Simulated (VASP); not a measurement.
# MoS2 in VASP: single point with PBEsol

Aim: the single point of MoS2 with PBEsol.

Program: VASP 6.6.1. These are calculated values, not measurements. Logs are shortened: lines on timing, memory, paths and dates and some standing lists are left out, and cuts for length are marked.

**1. The cell of the first run**

The typed cell holds 12 atoms: a = 5.946 Å, b = 5.184 Å, c = 6.315 Å, α = 90.00°, β = 90.00°, γ = 90.00°.

**2. Single point, PBEsol**

Contents of INCAR:

```
  ALGO = Normal
  EDIFF = 1E-7
  ENCUT = 520
  GGA = PS
  ISIF = 2
  ISMEAR = -1
  LASPH = True
  LCHARG = False
  LREAL = False
  LWAVE = False
  NBANDS = 64
  NELM = 80
  PREC = Accurate
  SIGMA = 0.05
```

Contents of KPOINTS:

```
k-points
0
Gamma
  4 4 4
```

Contents of POSCAR:

```
MoS2
1.0
    5.9455131559      0.0038090160      0.0000344761
   -0.0033050243      5.1837705424     -0.0004590529
   -0.0000377350      0.0005140375      6.3149001180
Mo S
4 8
Direct
    0.4978415383      0.4999911567      0.2220350914
   -0.0021530533     -0.0000412911      0.0313558190
    0.4978366587      0.4999909623      0.7791359997
   -0.0021686361     -0.0000191014      0.4742630330
    0.6337685519      0.8221130626      0.0015926635
    0.8618925664      0.3220715650      0.2518051919
    0.3619043860      0.1778798491      0.0015881215
    0.1337601863      0.6778444184      0.2518066226
    0.6333409648      0.7977179095      0.4988915885
    0.8622867227      0.2976313115      0.7545149482
    0.3622674545      0.2023513945      0.4988922359
    0.1333598148      0.7022780209      0.7544907194
```

Potentials or basis: VASP PAW PBE potentials, release 64 (Mo_sv, S).

Command:

```
$ cat potpaw_PBE.64/Mo_sv/POTCAR potpaw_PBE.64/S/POTCAR > POTCAR
$ mpirun -np 1 vasp_std > vasp.out
```

OUTCAR:

```text
EDIFF = 1E-7
   ENCUT = 520
   GGA = PS
   ISIF = 2
   ISMEAR = -1
   LASPH = True
   LREAL = False
   NELM = 80
   PREC = Accurate

 ion  position               nearest neighbor table
   1  0.498  0.500  0.222-   7 2.32   5 2.32   6 2.36   8 2.36  11 2.47   9 2.47   3 2.80
   2  0.998  1.000  0.031-   8 2.32   6 2.32   5 2.36   7 2.36  10 2.47  12 2.47   4 2.80
   3  0.498  0.500  0.779-   7 2.33   5 2.33  12 2.41  10 2.41  11 2.48   9 2.48   1 2.80
   4  0.998  1.000  0.474-   6 2.33   8 2.33  11 2.41   9 2.41  10 2.48  12 2.48   2 2.80
   5  0.634  0.822  0.002-   1 2.32   3 2.33   2 2.36   7 2.45
   6  0.862  0.322  0.252-   2 2.32   4 2.33   1 2.36   8 2.45
   7  0.362  0.178  0.002-   1 2.32   3 2.33   2 2.36   5 2.45
   8  0.134  0.678  0.252-   2 2.32   4 2.33   1 2.36   6 2.45
   9  0.633  0.798  0.499-   4 2.41   1 2.47   3 2.48  11 2.65
  10  0.862  0.298  0.755-   3 2.41   2 2.47   4 2.48  12 2.65
  11  0.362  0.202  0.499-   4 2.41   1 2.47   3 2.48   9 2.65
  12  0.133  0.702  0.754-   3 2.41   2 2.47   4 2.48  10 2.65

  LATTYP: Found a simple orthorhombic cell.
 ALAT       =     5.1837716163
 B/A-ratio  =     1.1469475926
 C/A-ratio  =     1.2182057016

  Lattice vectors:

 A1 = (  -0.0033050243,   5.1837705424,  -0.0004590529)
 A2 = (  -5.9455131559,  -0.0038090160,  -0.0000344761)
 A3 = (  -0.0000377350,   0.0005140375,   6.3149001180)

Analysis of symmetry for initial positions (statically):
=====================================================================
 Subroutine PRICEL returns:
 Original cell was already a primitive cell.

 Routine SETGRP: Setting up the symmetry group for a
 simple orthorhombic supercell.

 Subroutine GETGRP returns: Found  1 space group operations
 (whereof  1 operations were pure point group operations)
 out of a pool of  8 trial point group operations.

The static configuration has the point symmetry C_1 .

Analysis of symmetry for dynamics (positions and initial velocities):
=====================================================================
 Subroutine PRICEL returns:
 Original cell was already a primitive cell.

 Routine SETGRP: Setting up the symmetry group for a
 simple orthorhombic supercell.

 Subroutine GETGRP returns: Found  1 space group operations
 (whereof  1 operations were pure point group operations)
 out of a pool of  8 trial point group operations.

The dynamic configuration has the point symmetry C_1 .

 Subroutine INISYM returns: Found  1 space group operations
 (whereof  1 operations are pure point group operations),
 and found     1 'primitive' translations

----------------------------------------------------------------------------------------

                                     Primitive cell

  volume of cell :     194.6264

  direct lattice vectors                    reciprocal lattice vectors
     5.945513156  0.003809016  0.000034476     0.168193992  0.000107236  0.000000996
    -0.003305024  5.183770542 -0.000459053    -0.000123588  0.192909693 -0.000015704
    -0.000037735  0.000514038  6.314900118    -0.000000927  0.000014023  0.158355631

  length of vectors
     5.945514376  5.183771616  6.314900139     0.168194026  0.192909733  0.158355632

  position of ions in fractional coordinates (direct lattice)
     0.497841538  0.499991157  0.222035091
     0.997846947  0.999958709  0.031355819
     0.497836659  0.499990962  0.779136000
     0.997831364  0.999980899  0.474263033
     0.633768552  0.822113063  0.001592663
     0.861892566  0.322071565  0.251805192
     0.361904386  0.177879849  0.001588121
     0.133760186  0.677844418  0.251806623
     0.633340965  0.797717910  0.498891589
     0.862286723  0.297631311  0.754514948
     0.362267454  0.202351394  0.498892236
     0.133359815  0.702278021  0.754490719

  ion indices of the primitive-cell ions
   primitive index   ion index
                 1           1
                 2           2
                 3           3
                 4           4
                 5           5
                 6           6
                 7           7
                 8           8
                 9           9
                10          10
                11          11
                12          12

----------------------------------------------------------------------------------------

 KPOINTS: k-points

Automatic generation of k-mesh.
 Grid dimensions read from file:
 generate k-points for:    4    4    4

 Generating k-lattice:

  Cartesian coordinates                     Fractional coordinates (reciprocal lattice)
     0.042048498  0.000026809  0.000000249     0.250000000 -0.000000000  0.000000000
    -0.000030897  0.048227423 -0.000003926     0.000000000  0.250000000 -0.000000000
    -0.000000232  0.000003506  0.039588908     0.000000000 -0.000000000  0.250000000

  Length of vectors
     0.042048507  0.048227433  0.039588908

  Shift w.r.t. Gamma in fractional coordinates (k-lattice)
     0.000000000  0.000000000  0.000000000

 Subroutine IBZKPT returns following result:
 ===========================================

 Found     36 irreducible k-points:

 Following reciprocal coordinates:
            Coordinates               Weight
  0.000000  0.000000  0.000000      1.000000
  0.250000 -0.000000 -0.000000      2.000000
  0.500000 -0.000000 -0.000000      1.000000
 -0.000000  0.250000  0.000000      2.000000
  0.250000  0.250000  0.000000      2.000000
 -0.250000  0.250000  0.000000      2.000000
[... 16 lines left out ...]
 -0.000000  0.500000  0.250000      2.000000
  0.250000  0.500000  0.250000      2.000000
 [... further k-points ...]
   k-points           NKPTS =     36   k-points in BZ     NKDIM =     36   number of bands    NBANDS=     64
   number of dos      NEDOS =    301   number of ions     NIONS =     12
   total plane-waves  NPLWV =  92160
   dimension x,y,z NGX =    48 NGY =   40 NGZ =   48
   dimension x,y,z NGXF=    96 NGYF=   80 NGZF=   96
   ions per type =               4   8
   NGX,Y,Z   is equivalent  to a cutoff of  13.42, 12.83, 12.64 a.u.
   NGXF,Y,Z  is equivalent  to a cutoff of  26.84, 25.66, 25.27 a.u.
 SYSTEM =  unknown system
   PREC   = accura    normal or accurate (medium, high low for compatibility)
   ISTART =      0    job   : 0-new  1-cont  2-samecut
   ICHARG =      2    charge: 1-file 2-atom 10-const
   ISPIN  =      1    spin polarized calculation?
   LNONCOLLINEAR =      F non collinear calculations
   LSORBIT =      F    spin-orbit coupling
   LASPH  =      T    aspherical Exc in radial PAW
   ENCUT  =  520.0 eV  38.22 Ry    6.18 a.u.  11.05  9.64 11.74*2*pi/ulx,y,z
   NELM   =     80;   NELMIN=  2; NELMDL= -5     # of ELM steps
   EDIFF  = 0.1E-06   stopping-criterion for ELM
   LREAL  =      F    real-space projection
   EDIFFG = 0.1E-05   stopping-criterion for IOM
   NSW    =      0    number of steps for IOM
   IBRION =     -1    ionic relax: 0-MD 1-quasi-New 2-CG
   NFREE  =      0    steps in history (QN), initial steepest desc. (CG)
   ISIF   =      2    stress and relaxation
   ISYM   =      2    0-nonsym 1-usesym 2-fastsym
   POTIM  = 0.5000    time-step for ionic-motion
   TEBEG  =    0.0;   TEEND  =   0.0 temperature during run
   PSTRESS=    0.0 pullay stress
   NELECT =     104.0000    total number of electrons
   NUPDOWN=      -1.0000    fix difference up-down
   EMIN   =  10.00;   EMAX   =-10.00  energy-range for DOS
   EFERMI =   0.00;   METHOD = LEGACY
   ISMEAR =    -1;   SIGMA  =   0.05  broadening in eV -4-tet -1-fermi 0-gaus
   EFERMI_NEDOS =   21; number of points for ismear=-14 and -15
   IALGO  =     38    algorithm
   IMIX   =      4    mixing-type and parameters
     AMIX     =   0.40;   BMIX     =  1.00
     AMIX_MAG =   1.60;   BMIX_MAG =  1.00
  volume/ion in A,a.u.               =      16.22       109.45
  Fermi-wavevector in a.u.,A,eV,Ry     =   1.328471  2.510446 24.012034  1.764835
  Thomas-Fermi vector in A             =   2.457706
   LORBIT       =      0    0 simple, 1 ext, 2 COOP (PROOUT), +10 PAW based schemes
   GGA     = PS    functional components
   LHFCALC =     F    Hartree Fock is set to
   AEXX    =    0.0000 exact exchange contribution
   IVDW    =     0    specifies the selected vdW correction
   LEPSILON=     F    determine dielectric tensor
   LRPA    =     F    only Hartree local field effects (RPA)
 non-spin polarized calculation
  energy-cutoff  :      520.00
  volume of cell :      194.63
 maximum number of plane-waves:      5270
 NGX is ok and might be reduce to    48
   NGX = 23   NGY = 19   NGZ = 23

 number of electron     103.9999998 magnetization

 Free energy of the ion-electron system (eV)
  ---------------------------------------------------
  ext. energy  EPLUGINS =         0.00000000
  ---------------------------------------------------
  free energy    TOTEN  =       -90.13458242 eV

  energy without entropy =      -90.11281226  energy(sigma->0) =      -90.12369734

 E-fermi :   8.5389     XC(G=0): -11.6515

 val. band max:        8.4599352806   @ k =   0.2500  -0.0000  -0.2500
 cond. band min:       8.5764372556   @ k =  -0.0000   0.2500   0.5000
 fundamental gap:      0.1165019750
 Fermi energy:         8.5388736671

 k-point     1 :       0.0000    0.0000    0.0000
  band No.  band energies     occupation
      1     -52.3750      2.00000
      2     -52.3743      2.00000
      3     -52.1818      2.00000
      4     -52.1807      2.00000
      5     -26.7747      2.00000
      6     -26.7742      2.00000
[... 56 lines left out ...]
     63      11.9643      0.00000
     64      12.3569      0.00000

 k-point     2 :       0.2500   -0.0000   -0.0000
  band No.  band energies     occupation
      1     -52.3749      2.00000
      2     -52.3744      2.00000
      3     -52.1817      2.00000
      4     -52.1809      2.00000
      5     -26.7748      2.00000
      6     -26.7745      2.00000
[... 1530 lines left out ...]
     63      12.1143      0.00000
     64      12.1145      0.00000

 [... further k-points ...]

------------------------ aborting loop because EDIFF is reached ----------------------------------------

  FORCE on cell =-STRESS in cart. coord.  units (eV):
  Direction    XX          YY          ZZ          XY          YZ          ZX
  --------------------------------------------------------------------------------------
  -------------------------------------------------------------------------------------
  Total        0.1995460      0.2331179      0.0717691     -0.0003258     -0.0019071      0.0009117
  in kB        1.6426758      1.9190416      0.5908080     -0.0026816     -0.0156991      0.0075053
  external PRESSURE =       1.3841751 kB  Pullay stress =       0.0000000 kB

 VOLUME and BASIS-vectors are now :
 -----------------------------------------------------------------------------
  energy-cutoff  :      520.00
  volume of cell :      194.63
      direct lattice vectors                 reciprocal lattice vectors
     5.945513156  0.003809016  0.000034476     0.168193992  0.000107236  0.000000996
    -0.003305024  5.183770542 -0.000459053    -0.000123588  0.192909693 -0.000015704
    -0.000037735  0.000514038  6.314900118    -0.000000927  0.000014023  0.158355631

 POSITION                                       TOTAL-FORCE (eV/Angst)
 -----------------------------------------------------------------------------------
      2.95826      2.59385      1.40192        -0.000555      0.000254      0.004655
      5.92941      5.18737      0.19758        -0.000620      0.001278     -0.004436
      2.95821      2.59414      4.91995        -0.000189      0.000233     -0.001623
      5.92930      5.18772      2.99450        -0.000476     -0.000827      0.001518
      3.76536      4.26406      0.00970         0.007314     -0.004030     -0.001559
      5.12332      1.67296      1.59001        -0.007238     -0.002129      0.000932
      2.15112      0.92347      0.00996        -0.007376      0.002397     -0.001115
      0.79302      3.51443      1.58983         0.007348      0.004052      0.001363
      3.76288      4.13786      3.15011         0.006686     -0.002572     -0.001673
      5.12572      1.54652      4.76458        -0.006010      0.000288      0.001183
      2.15318      1.05058      3.15037        -0.005177     -0.000519     -0.001799
      0.79054      3.64134      4.76422         0.006293      0.001575      0.002555
 -----------------------------------------------------------------------------------
    total drift:                                0.000854     -0.000016     -0.000151

  FREE ENERGIE OF THE ION-ELECTRON SYSTEM (eV)
  ---------------------------------------------------
  free  energy   TOTEN  =       -90.1345824188 eV

  energy  without entropy=      -90.1128122570  energy(sigma->0) =      -90.12369734
```

Run time: 13 min. Hardware: 1 thread of AMD EPYC 7R43 (Zen 3), shared host; peak memory 0.43 GiB.

What came out:

```yaml
Free_energy: -90.1346 eV
Pressure: 0.1 GPa
Largest_force: 0.009 eV/Å
Band_gap_on_the_k_mesh: zero (bands 52 and 53 overlap by 0.18 eV)
```

Forces in eV/Å, atoms in the order of the input:
```
Mo  -0.001  0.000  0.005
Mo  -0.001  0.001 -0.004
Mo   0.000  0.000 -0.002
Mo   0.000 -0.001  0.002
S    0.007 -0.004 -0.002
S   -0.007 -0.002  0.001
S   -0.007  0.002 -0.001
S    0.007  0.004  0.001
S    0.007 -0.003 -0.002
S   -0.006  0.000  0.001
S   -0.005 -0.001 -0.002
S    0.006  0.002  0.003
```

Stress tensor (GPa, compression positive):
```
0.16 0.00 0.00
0.00 0.19 0.00
0.00 0.00 0.06
```

Caveat: the PAW data sets were made with another functional, which shifts forces and pressure a little.
